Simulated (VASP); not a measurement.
Set up this calculation in VASP 6.6.1, as the native input.

- Task: single point
- Functional: PBE
- Potentials or basis: VASP PAW PBE potentials, release 64 (Mg, O)
- Cutoff: 520 eV
- k mesh: 9 × 9 × 6
- Occupations: gaussian, width 0.05 eV
- Spin: no spin polarisation
- Dipole correction: no
- Further INCAR settings: ALGO = Normal; EDIFF = 1e-07; NBANDS = 16

The structure of MgO lies in POSCAR:

```
MgO
1.0
    3.2447370978      0.0000000000      0.0000000000
   -1.6223685489      2.8100247553      0.0000000000
    0.0000000000      0.0000000000      5.3466777897
Mg O
2 2
Direct
    0.3333333333      0.6666666667      0.0356068245
    0.6666666667      0.3333333333      0.5356068245
    0.3333333333      0.6666666667      0.3982811987
    0.6666666667      0.3333333333      0.8982811987
```

This cell differs from its parent crystal: c/a of the conventional cell at fixed volume 1.6478.

One way to write it, as run:

INCAR

```
SYSTEM = MgO
PREC = Accurate
ENCUT = 520
EDIFF = 1E-7
ISMEAR = 0
SIGMA = 0.05
LREAL = .FALSE.
LASPH = .TRUE.
NELM = 80
ALGO = Normal
ISIF = 2
LWAVE = .FALSE.
LCHARG = .TRUE.
GGA = PE
LELF = .TRUE.
LVHAR = .TRUE.
NBANDS = 16
```

KPOINTS

```
Automatic mesh
0
G
  9 9 6
  0 0 0
```

Potentials or basis: VASP PAW PBE potentials, release 64 (Mg, O).

The run is started by

```sh
$ cat potpaw_PBE.64/Mg/POTCAR potpaw_PBE.64/O/POTCAR > POTCAR
$ mpirun -np 1 vasp_std > vasp.out
```

Results of the run:

```json
{"Pressure": "0.3 GPa", "Largest force": "0.676 eV/Å", "Band gap on the k mesh": "3.51 eV, direct"}
```

It took 21 s on 1 thread of Intel(R) Xeon(R) 6975P-C (Granite Rapids) (shared host), peak memory 0.17 GiB.
